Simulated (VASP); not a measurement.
# MgS (zincblende type) (F-43m) in VASP: notebook

MgS (zincblende type) is run at these levels: PBE; tasks: single point.

Everything below comes from runs of VASP 6.6.1. Logs are shortened: lines on timing, memory, paths and dates and some standing lists are left out, and cuts for length are marked.

## 1. The cell of the first run

It takes space group F-43m (No. 216, cubic). The conventional cell has a = 5.600 Å, b = 5.600 Å, c = 5.600 Å, α = 90.00°, β = 90.00°, γ = 90.00°. Within 3.2 Å of Mg (site symmetry -43m) lie 4 S at 2.42 Å. S (site symmetry -43m) has 4 Mg at 2.42 Å within 3.2 Å.

## 2. Single point, PBE (volume scaled by 0.95)

Input file INCAR:

```
SYSTEM = MgS
PREC = Accurate ; ENCUT = 520
EDIFF = 1E-6 ; ISMEAR = -1
SIGMA = 0.05 ; LREAL = .False.
LASPH = .True. ; NELM = 60
ALGO = Normal ; ISIF = 2
LWAVE = .False. ; LCHARG = .False.
GGA = PE ; NBANDS = 11
```

Input file KPOINTS:

```
Automatic mesh
0
Gamma
  13 13 13
  0 0 0
```

Input file POSCAR:

```
MgS
1.0
    0.0000000000      2.8000877089      2.8000877089
    2.8000877089      0.0000000000      2.8000877089
    2.8000877089      2.8000877089      0.0000000000
Mg S
1 1
Direct
    0.0000000000      0.0000000000      0.0000000000
    0.2500000000      0.2500000000      0.2500000000
```

Potentials or basis: VASP PAW PBE potentials, release 64 (Mg, S).

Launch:

```sh
$ cat potpaw_PBE.64/Mg/POTCAR potpaw_PBE.64/S/POTCAR > POTCAR
$ mpirun -np 1 vasp_std > vasp.out
```

OUTCAR:

```text
SYSTEM = MgS
   PREC = Accurate
   ENCUT = 520
   EDIFF = 1E-6
   ISMEAR = -1
   LREAL = .False.
   LASPH = .True.
   NELM = 60
   ISIF = 2
   GGA = PE

 ion  position               nearest neighbor table
   1  0.000  0.000  0.000-   2 2.42   2 2.42   2 2.42   2 2.42
   2  0.250  0.250  0.250-   1 2.42   1 2.42   1 2.42   1 2.42

  LATTYP: Found a face centered cubic cell.
 ALAT       =     5.6001754178

  Lattice vectors:

 A1 = (   0.0000000000,   2.8000877089,   2.8000877089)
 A2 = (   2.8000877089,   0.0000000000,   2.8000877089)
 A3 = (   2.8000877089,   2.8000877089,   0.0000000000)

Analysis of symmetry for initial positions (statically):
=====================================================================
 Subroutine PRICEL returns:
 Original cell was already a primitive cell.

 Routine SETGRP: Setting up the symmetry group for a
 face centered cubic supercell.

 Subroutine GETGRP returns: Found 24 space group operations
 (whereof 24 operations were pure point group operations)
 out of a pool of 48 trial point group operations.

The static configuration has the point symmetry T_d .

Analysis of symmetry for dynamics (positions and initial velocities):
=====================================================================
 Subroutine PRICEL returns:
 Original cell was already a primitive cell.

 Routine SETGRP: Setting up the symmetry group for a
 face centered cubic supercell.

 Subroutine GETGRP returns: Found 24 space group operations
 (whereof 24 operations were pure point group operations)
 out of a pool of 48 trial point group operations.

The dynamic configuration has the point symmetry T_d .

 Subroutine INISYM returns: Found 24 space group operations
 (whereof 24 operations are pure point group operations),
 and found     1 'primitive' translations

----------------------------------------------------------------------------------------

                                     Primitive cell

  volume of cell :      43.9081

  direct lattice vectors                    reciprocal lattice vectors
     0.000000000  2.800087709  2.800087709    -0.178565835  0.178565835  0.178565835
     2.800087709  0.000000000  2.800087709     0.178565835 -0.178565835  0.178565835
     2.800087709  2.800087709  0.000000000     0.178565835  0.178565835 -0.178565835

  length of vectors
     3.959922014  3.959922014  3.959922014     0.309285099  0.309285099  0.309285099

  position of ions in fractional coordinates (direct lattice)
     0.000000000  0.000000000  0.000000000
     0.250000000  0.250000000  0.250000000

  ion indices of the primitive-cell ions
   primitive index   ion index
                 1           1
                 2           2

----------------------------------------------------------------------------------------

 KPOINTS: Automatic mesh

Automatic generation of k-mesh.
 Grid dimensions read from file:
 generate k-points for:   13   13   13

 Generating k-lattice:

  Cartesian coordinates                     Fractional coordinates (reciprocal lattice)
    -0.013735833  0.013735833  0.013735833     0.076923077  0.000000000  0.000000000
     0.013735833 -0.013735833  0.013735833     0.000000000  0.076923077  0.000000000
     0.013735833  0.013735833 -0.013735833     0.000000000  0.000000000  0.076923077

  Length of vectors
     0.023791161  0.023791161  0.023791161

  Shift w.r.t. Gamma in fractional coordinates (k-lattice)
     0.000000000  0.000000000  0.000000000

 Subroutine IBZKPT returns following result:
 ===========================================

 Found     84 irreducible k-points:

 Following reciprocal coordinates:
            Coordinates               Weight
  0.000000  0.000000  0.000000      1.000000
  0.076923  0.000000  0.000000      8.000000
  0.153846  0.000000  0.000000      8.000000
  0.230769  0.000000  0.000000      8.000000
  0.307692  0.000000  0.000000      8.000000
  0.384615  0.000000  0.000000      8.000000
[... 16 lines left out ...]
  0.384615  0.153846  0.000000     24.000000
  0.461538  0.153846  0.000000     24.000000
 [... further k-points ...]
   k-points           NKPTS =     84   k-points in BZ     NKDIM =     84   number of bands    NBANDS=     11
   number of dos      NEDOS =    301   number of ions     NIONS =      2
   total plane-waves  NPLWV =  27000
   dimension x,y,z NGX =    30 NGY =   30 NGZ =   30
   dimension x,y,z NGXF=    60 NGYF=   60 NGZF=   60
   ions per type =               1   1
   NGX,Y,Z   is equivalent  to a cutoff of  12.59, 12.59, 12.59 a.u.
   NGXF,Y,Z  is equivalent  to a cutoff of  25.19, 25.19, 25.19 a.u.
 SYSTEM =  MgS
   PREC   = accura    normal or accurate (medium, high low for compatibility)
   ISTART =      0    job   : 0-new  1-cont  2-samecut
   ICHARG =      2    charge: 1-file 2-atom 10-const
   ISPIN  =      1    spin polarized calculation?
   LNONCOLLINEAR =      F non collinear calculations
   LSORBIT =      F    spin-orbit coupling
   LASPH  =      T    aspherical Exc in radial PAW
   ENCUT  =  520.0 eV  38.22 Ry    6.18 a.u.   7.36  7.36  7.36*2*pi/ulx,y,z
   NELM   =     60;   NELMIN=  2; NELMDL= -5     # of ELM steps
   EDIFF  = 0.1E-05   stopping-criterion for ELM
   LREAL  =      F    real-space projection
   EDIFFG = 0.1E-04   stopping-criterion for IOM
   NSW    =      0    number of steps for IOM
   IBRION =     -1    ionic relax: 0-MD 1-quasi-New 2-CG
   NFREE  =      0    steps in history (QN), initial steepest desc. (CG)
   ISIF   =      2    stress and relaxation
   ISYM   =      2    0-nonsym 1-usesym 2-fastsym
   POTIM  = 0.5000    time-step for ionic-motion
   TEBEG  =    0.0;   TEEND  =   0.0 temperature during run
   PSTRESS=    0.0 pullay stress
   NELECT =       8.0000    total number of electrons
   NUPDOWN=      -1.0000    fix difference up-down
   EMIN   =  10.00;   EMAX   =-10.00  energy-range for DOS
   EFERMI =   0.00;   METHOD = LEGACY
   ISMEAR =    -1;   SIGMA  =   0.05  broadening in eV -4-tet -1-fermi 0-gaus
   EFERMI_NEDOS =   21; number of points for ismear=-14 and -15
   IALGO  =     38    algorithm
   IMIX   =      4    mixing-type and parameters
     AMIX     =   0.40;   BMIX     =  1.00
     AMIX_MAG =   1.60;   BMIX_MAG =  1.00
  volume/ion in A,a.u.               =      21.95       148.15
  Fermi-wavevector in a.u.,A,eV,Ry     =   0.928090  1.753835 11.719380  0.861350
  Thomas-Fermi vector in A             =   2.054229
   LORBIT       =      0    0 simple, 1 ext, 2 COOP (PROOUT), +10 PAW based schemes
   GGA     = PE    functional components
[... 5 lines left out ...]
 non-spin polarized calculation
  energy-cutoff  :      520.00
  volume of cell :       43.91
 maximum number of plane-waves:      1243
 NGX is ok and might be reduce to    30
   NGX = 15   NGY = 15   NGZ = 15

 number of electron       8.0000000 magnetization

 Free energy of the ion-electron system (eV)
  ---------------------------------------------------
  ext. energy  EPLUGINS =         0.00000000
  ---------------------------------------------------
  free energy    TOTEN  =        -8.45264229 eV

  energy without entropy =       -8.45264229  energy(sigma->0) =       -8.45264229

 E-fermi :   2.3652     XC(G=0):  -8.5170

 val. band max:        1.2711891490   @ k =   0.0000   0.0000   0.0000
 cond. band min:       4.8952405451   @ k =   0.0000   0.0000   0.0000
 fundamental gap:      3.6240513961
 Fermi energy:         2.3652116605

 k-point     1 :       0.0000    0.0000    0.0000
  band No.  band energies     occupation
      1     -10.1068      2.00000
      2       1.2712      2.00000
      3       1.2712      2.00000
      4       1.2712      2.00000
      5       4.8952      0.00000
      6       9.3056      0.00000
      7       9.3056      0.00000
      8       9.3056      0.00000
      9      12.1703      0.00000
     10      12.1703      0.00000
     11      15.2681      0.00000

 k-point     2 :       0.0769    0.0000    0.0000
  band No.  band energies     occupation
      1     -10.0708      2.00000
      2       0.9724      2.00000
      3       1.2495      2.00000
      4       1.2495      2.00000
      5       5.1880      0.00000
      6       9.2209      0.00000
      7       9.3854      0.00000
      8       9.3854      0.00000
      9      11.9416      0.00000
     10      11.9416      0.00000
     11      14.9494      0.00000

 k-point     3 :       0.1538    0.0000    0.0000
  band No.  band energies     occupation
      1      -9.9682      2.00000
      2       0.3007      2.00000
      3       1.1911      2.00000
      4       1.1911      2.00000
      5       5.8002      0.00000
      6       9.0848      0.00000
      7       9.5453      0.00000
      8       9.5453      0.00000
      9      11.6046      0.00000
     10      11.6046      0.00000
     11      14.3213      0.00000

 k-point     4 :       0.2308    0.0000    0.0000
  band No.  band energies     occupation
      1      -9.8151      2.00000
      2      -0.4542      2.00000
      3       1.1128      2.00000
      4       1.1128      2.00000
      5       6.3198      0.00000
      6       9.1395      0.00000
      7       9.5514      0.00000
      8       9.5514      0.00000
      9      11.6705      0.00000
     10      11.6705      0.00000
     11      13.7848      0.00000
[... 239 lines left out ...]
 k-point    22 :       0.3077    0.1538    0.0000
  band No.  band energies     occupation
      1      -9.6559      2.00000
      2      -0.7381      2.00000
      3       0.7738      2.00000
      4       0.7913      2.00000
      5       6.8313      0.00000
      6       8.3951      0.00000
      7       9.1778      0.00000
      8      10.2189      0.00000
      9      11.4150      0.00000
     10      13.1496      0.00000
     11      15.0294      0.00000

 k-point    23 :       0.3846    0.1538    0.0000
  band No.  band energies     occupation
      1      -9.4964      2.00000
      2      -1.2563      2.00000
      3       0.6098      2.00000
      4       0.7388      2.00000
      5       6.9477      0.00000
      6       8.4157      0.00000
      7       9.2930      0.00000
      8      10.0042      0.00000
      9      12.2639      0.00000
     10      13.9464      0.00000
     11      14.8685      0.00000

 k-point    24 :       0.4615    0.1538    0.0000
  band No.  band energies     occupation
      1      -9.3689      2.00000
      2      -1.6224      2.00000
      3       0.4466      2.00000
      4       0.7353      2.00000
      5       7.0088      0.00000
      6       8.2116      0.00000
      7       9.7513      0.00000
      8       9.9286      0.00000
      9      12.9097      0.00000
     10      14.7521      0.00000
     11      15.2543      0.00000

 [... further k-points ...]
[... 5 lines left out ...]
  --------------------------------------------------------------------------------------
  -------------------------------------------------------------------------------------
  Total        0.8279229      0.8279229      0.8279229      0.0000000      0.0000000      0.0000000
  in kB       30.2103361     30.2103361     30.2103361      0.0000000      0.0000000      0.0000000
  external PRESSURE =      30.2103361 kB  Pullay stress =       0.0000000 kB

 VOLUME and BASIS-vectors are now :
 -----------------------------------------------------------------------------
  energy-cutoff  :      520.00
  volume of cell :       43.91
      direct lattice vectors                 reciprocal lattice vectors
     0.000000000  2.800087709  2.800087709    -0.178565835  0.178565835  0.178565835
     2.800087709  0.000000000  2.800087709     0.178565835 -0.178565835  0.178565835
     2.800087709  2.800087709  0.000000000     0.178565835  0.178565835 -0.178565835

 POSITION                                       TOTAL-FORCE (eV/Angst)
 -----------------------------------------------------------------------------------
      0.00000      0.00000      0.00000         0.000000     -0.000000      0.000000
      1.40004      1.40004      1.40004        -0.000000      0.000000     -0.000000
 -----------------------------------------------------------------------------------
    total drift:                               -0.000000     -0.000000     -0.000000

  FREE ENERGIE OF THE ION-ELECTRON SYSTEM (eV)
  ---------------------------------------------------
  free  energy   TOTEN  =        -8.4526422859 eV

  energy  without entropy=       -8.4526422859  energy(sigma->0) =       -8.45264229
```

Run time: 34 s. Hardware: 1 thread of Intel Xeon Platinum 8259CL at 2.50GHz (Skylake/Cascade Lake), shared host; peak memory 0.19 GiB.

Results:

* Free energy: -8.4526 eV
* Pressure: 3.0 GPa
* Band gap on the k mesh: 3.62 eV, direct

Levels at points of the mesh, in eV from the valence-band top:
| k point | band 1 | band 2 | band 3 | band 4 | band 5 | band 6 | band 7 | band 8 | band 9 |
| --- | --- | --- | --- | --- | --- | --- | --- | --- | --- |
| (0.00, 0.00, 0.00) | -11.38 | 0.00 | 0.00 | 0.00 | 3.62 | 8.03 | 8.03 | 8.03 | 10.90 |

## 3. Single point, PBE (volume scaled by 0.975)

Input file INCAR:

```
  ALGO = Normal
  EDIFF = 1E-7
  ENCUT = 520
  GGA = PE
  ISIF = 2
  ISMEAR = -1
  LASPH = T
  LCHARG = F
  LREAL = F
  LWAVE = F
  NBANDS = 11
  NELM = 80
  PREC = Accurate
  SIGMA = 0.05
```

Input file KPOINTS:

```
k-points
0
Gamma
  13 13 13
```

Input file POSCAR:

```
MgS
1.0
    0.0000000000      2.8244375199      2.8244375199
    2.8244375199      0.0000000000      2.8244375199
    2.8244375199      2.8244375199      0.0000000000
Mg S
1 1
Direct
    0.0000000000      0.0000000000      0.0000000000
    0.2500000000      0.2500000000      0.2500000000
```

Potentials or basis: VASP PAW PBE potentials, release 64 (Mg, S).

Launch:

```sh
$ cat potpaw_PBE.64/Mg/POTCAR potpaw_PBE.64/S/POTCAR > POTCAR
$ mpirun -np 1 vasp_std > vasp.out
```

Wall time 36 s (1 thread of Intel Xeon Platinum 8259CL at 2.50GHz (Skylake/Cascade Lake), shared host); peak memory 0.19 GiB.

It converged, with:

| Item | Value |
| --- | --- |
| Free energy | -8.4684 eV |
| Pressure | 1.3 GPa |
| Band gap on the k mesh | 3.49 eV, direct |

Levels at points of the mesh, in eV from the valence-band top:
| k point | band 2 | band 3 | band 4 | band 5 | band 6 | band 7 |
| --- | --- | --- | --- | --- | --- | --- |
| (0.00, 0.00, 0.00) | 0.00 | 0.00 | 0.00 | 3.49 | 7.97 | 7.97 |

 A k mesh can miss the band edges.
